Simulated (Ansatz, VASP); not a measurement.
## Two plane-wave programs on Sc2Si

```
Sc Si
1.0
     1.97102    1.13797    5.24222
    -1.97102    1.13797    5.24222
     0.00000   -2.27594    5.24222
Sc Si
2 1
Direct
  0.75484 0.75484 0.75484
  0.24516 0.24516 0.24516
  0.00000 0.00000 0.00000
```

Alike in both runs: functional r2SCAN; k mesh 12 × 12 × 12; occupations gaussian, width 0.1 eV; no spin polarisation.

Ansatz relaxed the structure, and its values are those at the end. VASP's run is a single point on that final structure, the one shown.

|  | VASP | Ansatz |
| --- | --- | --- |
| version | VASP 6.6.1 | Ansatz 0.2.0 |
| potentials or method | VASP PAW PBE potentials, release 64 (Sc_sv, Si), cutoff 520 eV | scalar-relativistic, plane waves, PAW |
| valence electrons in the cell | 26 | 26 |

```tsv
	VASP	Ansatz	Ansatz less VASP
gap on the k mesh at the Fermi level (eV)	none	none	-
pressure (GPa)	0.2	-0.1	-0.23
rms of the force components (eV/Å)	0.013	0.002	-0.0106
```

VASP's potentials were made for PBE, not for r2SCAN. A gap of «none» marks a metal or a gap that the smearing closes.
